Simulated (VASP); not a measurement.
Runs of VASP 6.6.1 on TaN. The structure is that of space group P4_2/mmc (No. 131), or close to it. The cells are those of the table. 

```tsv
level	potentials or basis	cell	k mesh	gap on the mesh (eV)	pressure (GPa)
PBE	VASP PAW PBE potentials, release 64 (Ta_pv, N)	a = 3.663, b = 3.663, c = 4.560 Å, 4 atoms	7 × 7 × 6	none	-19.0
PBE	VASP PAW PBE potentials, release 64 (Ta_pv, N)	a = 3.687, b = 3.687, c = 4.591 Å, 4 atoms	7 × 7 × 6	none	(a)
PBE	VASP PAW PBE potentials, release 64 (Ta_pv, N)	a = 3.614, b = 3.614, c = 4.499 Å, 4 atoms	7 × 7 × 6	none	-12.8
LDA	VASP PAW LDA potentials, release 64 (Ta_pv, N)	a = 3.663, b = 3.663, c = 4.560 Å, 4 atoms	4 × 4 × 4	none	-28.2
```

Alike in all rows: task single point; no spin polarisation; cutoff (eV) 520; smearing fermi-dirac 0.05 eV.

**Question.** Estimate the missing entries.

**Answer.** (a) -22.3.

Caveats: some runs use coarse meshes; spin-orbit coupling is left out, which moves the levels of the heavy elements.

A k mesh can miss the band edges, and the runs leave out spin-orbit coupling on Ta.

A gap of «none» marks levels without a gap at the run's occupations.
